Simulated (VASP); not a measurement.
Set up this calculation in VASP 6.6.1, as the native input.

- Task: relaxation of cell and atoms
- Functional: PBE
- Potentials or basis: VASP PAW PBE potentials, release 64 (Ga_d, Mo_sv)
- Cutoff: 600 eV
- k mesh: 7 × 7 × 7
- Occupations: gaussian, width 0.2 eV
- Spin: no spin polarisation
- Dipole correction: no
- Further INCAR settings: ALGO = Fast; EDIFF = 1e-06; IBRION = 2; EDIFFG = -0.08; NSW = 36; ISIF = 3

The structure of Ga3Mo lies in POSCAR:

```
Ga3Mo
1.0
   -1.9875000000      1.9875000000      4.4300000000
    1.9875000000     -1.9875000000      4.4300000000
    1.9875000000      1.9875000000     -4.4300000000
Ga Mo
3 1
Direct
    0.7500000000      0.2500000000      0.5000000000
    0.2500000000      0.7500000000      0.5000000000
    0.5000000000      0.5000000000      0.0000000000
    0.0000000000      0.0000000000      0.0000000000
```

The input as run:

INCAR

```
PREC = Accurate
ENCUT = 600
EDIFF = 1E-6
ISMEAR = 0
SIGMA = 0.2
LREAL = F
LASPH = T
NELM = 100
ALGO = Fast
ISIF = 3
LWAVE = F
LCHARG = F
GGA = PE
IBRION = 2
NSW = 36
EDIFFG = -0.08
```

KPOINTS

```
regular mesh
0
Gamma
  7 7 7
```

Potentials or basis: VASP PAW PBE potentials, release 64 (Ga_d, Mo_sv).

The run is started by

```sh
$ cat potpaw_PBE.64/Ga_d/POTCAR potpaw_PBE.64/Mo_sv/POTCAR > POTCAR
$ mpirun -np 1 vasp_std > vasp.out
```

It gave:

* Relaxed volume: 15.47 Å³/atom
* Relaxed cell: a = 5.045 Å, b = 5.045 Å, c = 5.045 Å, α = 135.65°, β = 135.65°, γ = 64.53°
* Space group after relaxing (to 0.1 Å): I4/mmm (No. 139)
* Energy gained by relaxing: 86.1 meV/atom
* Ionic steps: 3
* Pressure after relaxing: -0.1 GPa
* Band gap on the k mesh: zero (an odd number of electrons rules out a gap without spin polarisation)

Run time: 6 min on 1 thread of AMD EPYC 9R45 96-Core Processor (Zen 5), with other jobs on the host, peak memory 0.29 GiB.
